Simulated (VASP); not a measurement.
Input of a VASP 6.6.1 run:

Contents of INCAR:

```
SYSTEM = Rh
PREC = Accurate
ENCUT = 520
EDIFF = 1E-7
ISMEAR = 0
SIGMA = 0.15
LREAL = .FALSE.
LASPH = .TRUE.
NELM = 100
ALGO = Fast
ISIF = 2
LWAVE = .FALSE.
LCHARG = .FALSE.
GGA = PS
NBANDS = 14
```

Contents of KPOINTS:

```
Automatic mesh
0
G
  22 22 22
  0 0 0
```

The input POSCAR:

```
Rh
1.0
    0.0000000000      1.8064725000      1.8540112500
    1.8064725000      0.0000000000      1.8540112500
    1.8064725000      1.8064725000      0.0000000000
Rh
1
Direct
    0.0000000000      0.0000000000      0.0000000000
```

Potentials or basis: VASP PAW PBE potentials, release 64 (Rh_pv).

Command:

```bash
$ cat potpaw_PBE.64/Rh_pv/POTCAR > POTCAR
$ mpirun -np 1 vasp_std > vasp.out
```

**Question.** Predict the pressure.

**Answer.** 42.9 GPa.

Stress tensor (GPa, compression positive):
```
46.06  0.00  0.00
 0.00 46.06  0.00
 0.00  0.00 36.67
```

Caveat: the cell differs from its parent crystal (strain -0.050 along x and y, -0.025 along z); the PAW data sets were made with another functional, which shifts forces and pressure a little.
